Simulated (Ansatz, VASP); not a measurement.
**Two plane-wave programs on Au**

```
CELL_PARAMETERS angstrom
0.00000 2.01667 2.07904
2.01667 0.00000 2.07904
2.01667 2.01667 0.00000
ATOMIC_POSITIONS crystal
Au 0.00000 0.00000 0.00000
```

Change from the starting cell: strain -0.030 along x and y, +0.000 along z, atoms carried along.

Alike in both runs: task single point; functional PBE; k mesh 24 × 24 × 24; occupations gaussian, width 0.15 eV; no spin polarisation.

|  | VASP | Ansatz |
| --- | --- | --- |
| version | VASP 6.6.1 | Ansatz 0.2.0 |
| potentials or method | VASP PAW PBE potentials, release 64 (Au), cutoff 520 eV | scalar-relativistic, plane waves, PAW |
| valence electrons in the cell | 11 | 19 |

Ansatz gave:

* gap on the k mesh at the Fermi level (eV): none
* pressure (GPa): 10.2
* traceless stress, the component that is largest in VASP (GPa): -0.78

Question: Which values does VASP return?

Answer: gap on the k mesh at the Fermi level (eV): none; pressure (GPa): 9.9; traceless stress, the component that is largest in VASP (GPa): -0.79.

A gap of «none» marks a metal or a gap that the smearing closes. The functional is the same, so the differences come from potentials, cutoffs and numerics. VASP's potentials hold 11 valence electrons a cell and Ansatz's 19, so a difference there can come from the potentials and not from the codes.

Spin-orbit coupling is off throughout.
